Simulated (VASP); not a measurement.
# Pd in VASP: further runs, part 3 of 3

VASP 6.6.1.

## Step 6: Electric field gradients, PBEsol (zz strain of -1 %)

INCAR reads:

```
ALGO = Normal
EDIFF = 1E-8
ENCUT = 520
GGA = PS
ISIF = 2
ISMEAR = -1
LASPH = True
LCHARG = False
LEFG = True
LREAL = False
LWAVE = False
NBANDS = 11
NELM = 80
PREC = Accurate
SIGMA = 0.05
```

KPOINTS reads:

```
k-points
0
Gamma
  18 18 18
```

POSCAR reads:

```
Pd
1.0
    0.0000000000      1.9449000000      1.9254510000
    1.9449000000      0.0000000000      1.9254510000
    1.9449000000      1.9449000000      0.0000000000
Pd
1
Direct
    0.0000000000      0.0000000000      0.0000000000
```

Potentials or basis: VASP PAW PBE potentials, release 64 (Pd).

Run with:

```bash
> cat potpaw_PBE.64/Pd/POTCAR > POTCAR
> mpirun -np 1 vasp_std > vasp.out
```

OUTCAR:

```text
EDIFF = 1E-8
   ENCUT = 520
   GGA = PS
   ISIF = 2
   ISMEAR = -1
   LASPH = True
   LREAL = False
   NELM = 80
   PREC = Accurate

 ion  position               nearest neighbor table
   1  0.000  0.000  0.000-

  LATTYP: Found a body centered tetragonal cell.
 ALAT       =     2.7505039575
 C/A-ratio  =     1.4000714267

  Lattice vectors:

 A1 = (   0.0000000000,  -1.9449000000,  -1.9254510000)
 A2 = (   0.0000000000,   1.9449000000,  -1.9254510000)
 A3 = (   1.9449000000,   0.0000000000,   1.9254510000)

Analysis of symmetry for initial positions (statically):
=====================================================================
 Subroutine PRICEL returns:
 Original cell was already a primitive cell.

 Routine SETGRP: Setting up the symmetry group for a
 body centered tetragonal supercell.

 Subroutine GETGRP returns: Found 16 space group operations
 (whereof 16 operations were pure point group operations)
 out of a pool of 16 trial point group operations.

The static configuration has the point symmetry D_4h.

Analysis of symmetry for dynamics (positions and initial velocities):
=====================================================================
 Subroutine PRICEL returns:
 Original cell was already a primitive cell.

 Routine SETGRP: Setting up the symmetry group for a
 body centered tetragonal supercell.

 Subroutine GETGRP returns: Found 16 space group operations
 (whereof 16 operations were pure point group operations)
 out of a pool of 16 trial point group operations.

The dynamic configuration has the point symmetry D_4h.

 Subroutine INISYM returns: Found 16 space group operations
 (whereof 16 operations are pure point group operations),
 and found     1 'primitive' translations

----------------------------------------------------------------------------------------

                                     Primitive cell

  volume of cell :      14.5666

  direct lattice vectors                    reciprocal lattice vectors
     0.000000000  1.944900000  1.925451000    -0.257082626  0.257082626  0.259679421
     1.944900000  0.000000000  1.925451000     0.257082626 -0.257082626  0.259679421
     1.944900000  1.944900000  0.000000000     0.257082626  0.257082626 -0.259679421

  length of vectors
     2.736785992  2.736785992  2.750503957     0.446784461  0.446784461  0.446784461

  position of ions in fractional coordinates (direct lattice)
     0.000000000  0.000000000  0.000000000

  ion indices of the primitive-cell ions
   primitive index   ion index
                 1           1

----------------------------------------------------------------------------------------

 KPOINTS: k-points

Automatic generation of k-mesh.
 Grid dimensions read from file:
 generate k-points for:   18   18   18

[... 70 lines left out ...]
   ISYM   =      2    0-nonsym 1-usesym 2-fastsym
   POTIM  = 0.5000    time-step for ionic-motion
   TEBEG  =    0.0;   TEEND  =   0.0 temperature during run
   PSTRESS=    0.0 pullay stress
   NELECT =      10.0000    total number of electrons
   NUPDOWN=      -1.0000    fix difference up-down
   EMIN   =  10.00;   EMAX   =-10.00  energy-range for DOS
   EFERMI =   0.00;   METHOD = LEGACY
   ISMEAR =    -1;   SIGMA  =   0.05  broadening in eV -4-tet -1-fermi 0-gaus
   EFERMI_NEDOS =   21; number of points for ismear=-14 and -15
   IALGO  =     38    algorithm
   IMIX   =      4    mixing-type and parameters
     AMIX     =   0.40;   BMIX     =  1.00
     AMIX_MAG =   1.60;   BMIX_MAG =  1.00
  volume/ion in A,a.u.               =      14.57        98.30
  Fermi-wavevector in a.u.,A,eV,Ry     =   1.444184  2.729112 28.377223  2.085667
  Thomas-Fermi vector in A             =   2.562507
   LORBIT       =      0    0 simple, 1 ext, 2 COOP (PROOUT), +10 PAW based schemes
   GGA     = PS    functional components
   LHFCALC =     F    Hartree Fock is set to
   AEXX    =    0.0000 exact exchange contribution
   IVDW    =     0    specifies the selected vdW correction
   LEPSILON=     F    determine dielectric tensor
   LRPA    =     F    only Hartree local field effects (RPA)
 non-spin polarized calculation
  energy-cutoff  :      520.00
  volume of cell :       14.57
 maximum number of plane-waves:       400
   NGX = 11   NGY = 11   NGZ = 11

 number of electron      10.0000001 magnetization

 Free energy of the ion-electron system (eV)
  ---------------------------------------------------
  ext. energy  EPLUGINS =         0.00000000
  ---------------------------------------------------
  free energy    TOTEN  =        -5.97279150 eV

  energy without entropy =       -5.95494874  energy(sigma->0) =       -5.96387012

 E-fermi :   9.8400     XC(G=0): -13.4582

 val. band max:        9.8388875503   @ k =  -0.4444   0.3889   0.1111
 cond. band min:       9.8428176817   @ k =   0.5000   0.0556   0.0000
 fundamental gap:      0.0039301314
 Fermi energy:         9.8400332358

 k-point     1 :       0.0000    0.0000    0.0000
  band No.  band energies     occupation
      1       2.4955      2.00000
      2       6.8901      2.00000
      3       6.8901      2.00000
      4       6.9860      2.00000
      5       8.5370      2.00000
      6       8.6376      2.00000
      7      26.9675      0.00000
      8      31.7251      0.00000
      9      31.7251      0.00000
     10      31.9733      0.00000
     11      35.8856      0.00000
[... 309 lines left out ...]
 k-point    24 :      -0.2222    0.0556    0.0000
  band No.  band energies     occupation
      1       4.2297      2.00000
      2       6.6762      2.00000
      3       7.2519      2.00000
      4       7.2961      2.00000
      5       8.4411      2.00000
      6       9.0128      2.00000
      7      24.8194      0.00000
      8      28.0852      0.00000
      9      32.1583      0.00000
     10      34.4214      0.00000
     11      34.7832      0.00000

 [... further k-points ...]

------------------------ aborting loop because EDIFF is reached ----------------------------------------

  FORCE on cell =-STRESS in cart. coord.  units (eV):
  Direction    XX          YY          ZZ          XY          YZ          ZX
  --------------------------------------------------------------------------------------
  -------------------------------------------------------------------------------------
  Total       -0.0698852     -0.0698852     -0.0137034      0.0000000      0.0000000      0.0000000
  in kB       -7.6866842     -7.6866842     -1.5072336      0.0000000      0.0000000      0.0000000
  external PRESSURE =      -5.6268673 kB  Pullay stress =       0.0000000 kB

 VOLUME and BASIS-vectors are now :
 -----------------------------------------------------------------------------
  energy-cutoff  :      520.00
  volume of cell :       14.57
      direct lattice vectors                 reciprocal lattice vectors
     0.000000000  1.944900000  1.925451000    -0.257082626  0.257082626  0.259679421
     1.944900000  0.000000000  1.925451000     0.257082626 -0.257082626  0.259679421
     1.944900000  1.944900000  0.000000000     0.257082626  0.257082626 -0.259679421

 POSITION                                       TOTAL-FORCE (eV/Angst)
 -----------------------------------------------------------------------------------
      0.00000      0.00000      0.00000         0.000000      0.000000      0.000000
 -----------------------------------------------------------------------------------
    total drift:                               -0.000000     -0.000000     -0.000000

  FREE ENERGIE OF THE ION-ELECTRON SYSTEM (eV)
  ---------------------------------------------------
  free  energy   TOTEN  =        -5.9727914955 eV

  energy  without entropy=       -5.9549487376  energy(sigma->0) =       -5.96387012

 Electric field gradients (V/A^2)
---------------------------------------------------------------------
 ion       V_xx      V_yy      V_zz      V_xy      V_xz      V_yz
---------------------------------------------------------------------
   1      -0.538    -0.538     1.076    -0.000     0.000     0.000
---------------------------------------------------------------------

 Electric field gradients after diagonalization (V/A^2)
 (convention: |V_zz| > |V_xx| > |V_yy|)
----------------------------------------------------------------------
 ion       V_xx      V_yy      V_zz     asymmetry (V_yy - V_xx)/ V_zz
----------------------------------------------------------------------
   1      -0.538    -0.538     1.076       0.000
----------------------------------------------------------------------

           NMR quadrupolar parameters

 Cq : quadrupolar parameter    Cq=e*Q*V_zz/h
 eta: asymmetry parameters     (V_yy - V_xx)/ V_zz
 Q  : nuclear electric quadrupole moment in mb (millibarn)
----------------------------------------------------------------------
 ion       Cq(MHz)       eta       Q (mb)
----------------------------------------------------------------------
   1       0.003       0.000       1.000
----------------------------------------------------------------------
```

OSZICAR:

```text
N       E                     dE             d eps       ncg     rms          rms(c)
DAV:   1     0.419787164891E+02    0.41979E+02   -0.51751E+03 10680   0.857E+02
DAV:   2    -0.578796262049E+01   -0.47767E+02   -0.46146E+02 11976   0.183E+02
DAV:   3    -0.635741087683E+01   -0.56945E+00   -0.56725E+00 12672   0.213E+01
DAV:   4    -0.635989637943E+01   -0.24855E-02   -0.24851E-02 12751   0.148E+00
DAV:   5    -0.635992248443E+01   -0.26105E-04   -0.26104E-04 13783   0.137E-01    0.864E+00
DAV:   6    -0.598930627007E+01    0.37062E+00   -0.15244E+00 13047   0.100E+01    0.385E+00
DAV:   7    -0.597758748046E+01    0.11719E-01   -0.38113E-02 13923   0.123E+00    0.200E+00
DAV:   8    -0.597283523674E+01    0.47522E-02   -0.19205E-03 13140   0.429E-01    0.117E-01
DAV:   9    -0.597278749296E+01    0.47744E-04   -0.22561E-04 14167   0.128E-01    0.167E-02
DAV:  10    -0.597279217572E+01   -0.46828E-05   -0.38398E-06 13133   0.180E-02    0.109E-02
DAV:  11    -0.597279147028E+01    0.70544E-06   -0.63305E-08 14011   0.244E-03    0.102E-03
DAV:  12    -0.597279148425E+01   -0.13971E-07   -0.15195E-09  9617   0.306E-04    0.370E-04
DAV:  13    -0.597279149479E+01   -0.10536E-07   -0.13312E-10  8850   0.115E-04    0.611E-05
DAV:  14    -0.597279149549E+01   -0.69781E-09   -0.38291E-11  8613   0.418E-05
   1 F= -.59727915E+01 E0= -.59638701E+01  d E =-.178428E-01
```

It took 74 s on 1 thread of AMD EPYC 7R43 (Zen 3), shared host; peak memory 0.15 GiB.

Results:

* Free energy: -5.9728 eV
* Pressure: -0.6 GPa
* Band gap on the k mesh: zero (band 5 reaches 10.17 eV, above the bottom of band 6 at 8.55 eV)

Stress tensor (GPa, compression positive):
```
-0.77  0.00  0.00
 0.00 -0.77  0.00
 0.00  0.00 -0.15
```

Electric field gradients, principal values (V/Å²):
```tsv
atom	least	middle	greatest (by size)
1 Pd	-0.538	-0.538	1.076
```

Caveat: the cell differs from its parent crystal (zz strain of -1 %); without QUAD_EFG the Cq values of the log hold for a quadrupole moment of 1 mb, not for the nuclei; the PAW data sets were made with another functional, which shifts forces and pressure a little.

## Step 7: Overview

| cell | gap on the mesh (eV) | pressure (GPa) |
| --- | --- | --- |
| a = 2.760 Å, angles 60.0°, 1 atom | none | -4.4 |
| a = 2.787 Å, angles 60.0°, 1 atom | none | -9.2 |
| a = 2.723, b = 2.723, c = 2.751 Å, angles 59.7, 59.7, 60.7°, 1 atom | none | 1.6 |
| a = 2.737, b = 2.737, c = 2.751 Å, angles 59.8, 59.8, 60.3°, 1 atom | none | -0.6 |

Alike in all rows: task electric field gradients; level PBEsol; potentials or basis VASP PAW PBE potentials, release 64 (Pd); no spin polarisation; k mesh 18 × 18 × 18; cutoff (eV) 520; smearing fermi-dirac 0.05 eV.

Caveats: the PAW data sets were made with another functional, which shifts forces and pressure a little.

Absolute energies hang on the potentials; compare differences alone.
